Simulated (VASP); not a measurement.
The system is Zr3N.

```
CELL_PARAMETERS angstrom
5.61590 0.00000 0.00000
-2.80795 4.86351 0.00000
0.00000 0.00000 5.18583
ATOMIC_POSITIONS crystal
Zr 0.00000 0.66057 0.50000
Zr 0.00000 0.33943 0.00000
Zr 0.66057 0.66057 0.00000
Zr 0.66057 0.00000 0.50000
Zr 0.33943 0.33943 0.50000
Zr 0.33943 0.00000 0.00000
N 0.66667 0.33333 0.75000
N 0.33333 0.66667 0.25000
```

| Property | Result |
| --- | --- |
| Program | VASP 6.6.1 |
| Task | relaxation of cell and atoms |
| Functional | PBEsol |
| Potentials or basis | VASP PAW PBE potentials, release 64 (Zr_sv, N) |
| Cutoff | 600 eV |
| k mesh | 6 × 6 × 4 |
| Occupations | gaussian, width 0.1 eV |
| Spin | no spin polarisation |

At the start: pressure -1.3 GPa; volume 17.71 Å³/atom.

Q: How do energy, volume and symmetry change on relaxing?

A: Over 5 steps the energy falls by 13.8 meV/atom and the volume is 17.75 Å³/atom (+0.3 %); space group P6_322 (No. 182, to 0.1 Å) before and after.

Step by step:
| step | energy change (eV) | largest force (eV/Å) | pressure (GPa) | volume (Å³) |
| --- | --- | --- | --- | --- |
| 1 | 0.0000 | 0.7155 | -1.28 | 141.64 |
| 2 | -0.0734 | 0.1089 | 3.24 | 138.75 |
| 3 | -0.0762 | 0.2102 | 2.48 | 139.21 |
| 4 | -0.1066 | 0.0512 | -0.83 | 143.00 |
| 5 | -0.1106 | 0.0132 | -0.02 | 142.02 |

Final structure:
```
Zr N
1.0
     5.59982    0.00000    0.00000
    -2.79991    4.84959    0.00000
     0.00000    0.00000    5.22945
Zr N
6 2
Direct
  0.00000 0.65171 0.50000
  0.00000 0.34829 0.00000
  0.65171 0.65171 0.00000
  0.65171 0.00000 0.50000
  0.34829 0.34829 0.50000
  0.34829 0.00000 0.00000
  0.66667 0.33333 0.75000
  0.33333 0.66667 0.25000
```

Caveat: the PAW data sets were made with another functional, which shifts forces and pressure a little.
